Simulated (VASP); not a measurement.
## Cr: single point with PBE

Cr:

```
CELL_PARAMETERS angstrom
2.46350 0.00000 0.00000
-1.23175 2.13345 0.00000
0.00000 0.00000 8.69362
ATOMIC_POSITIONS crystal
Cr 0.00000 0.00000 0.00000
Cr 0.00000 0.00000 0.50000
Cr 0.33333 0.66667 0.25000
Cr 0.66667 0.33333 0.75000
```

This isn't the form of Cr at room conditions, which is bcc.

```yaml
Program: VASP 6.6.1
Task: single point
Functional: PBE
Potentials_or_basis: VASP PAW PBE potentials, release 64 (Cr_pv)
Cutoff: 520 eV
k_mesh: 16 × 16 × 4
Occupations: fermi-dirac, width 0.05 eV
Spin: collinear spin, ferromagnetic start
Starting_moments: "[1.5, 1.5, 1.5, 1.5] μB"
Dipole_correction: no
Further_INCAR_settings: ALGO = Normal; EDIFF = 1e-06; NBANDS = 36
```

- Pressure: 10.1 GPa
- Band gap on the k mesh: zero (filled and empty bands overlap)
- Net moment: 0.00 μB per cell
- Valence electrons inside the program's atomic spheres: Cr 11.11

Stress tensor (GPa, compression positive):
```
10.56  0.00  0.00
 0.00 10.56  0.00
 0.00  0.00  9.05
```

Levels at points of the mesh, in eV from the Fermi level:
Spin up:
```csv
k point,band 21,band 22,band 23,band 24,band 25,band 26,band 27,band 28
"(0.00, 0.00, 0.00)",-0.48,-0.38,-0.38,-0.21,-0.21,-0.10,-0.10,-0.05
"(0.50, 0.00, 0.00)",-0.74,-0.30,-0.24,0.96,0.96,1.88,2.43,2.45
"(0.00, 0.00, 0.50)",-0.40,-0.40,-0.40,-0.40,-0.20,-0.20,-0.20,-0.20
"(0.50, 0.00, 0.50)",0.09,0.09,0.16,0.16,0.70,0.70,1.97,1.97
```
Spin down:
```
           k point  band 20  band 21  band 22  band 23  band 24  band 25  band 26  band 27  band 28  band 29
(0.00, 0.00, 0.00)    -0.48    -0.48    -0.38    -0.38    -0.21    -0.21    -0.10    -0.10    -0.05     1.20
(0.50, 0.00, 0.00)    -1.55    -0.74    -0.30    -0.24     0.96     0.96     1.88     2.43     2.45     2.73
(0.00, 0.00, 0.50)    -1.01    -0.40    -0.40    -0.40    -0.40    -0.20    -0.20    -0.20    -0.20     1.39
(0.50, 0.00, 0.50)    -1.67     0.09     0.09     0.16     0.16     0.70     0.70     1.97     1.97     2.94
```

Run time: 2.8 min on 1 thread of AMD EPYC 9R45 96-Core Processor (Zen 5), with other jobs on the host, peak memory 0.28 GiB.

Caveat: the cell stands under pressure.
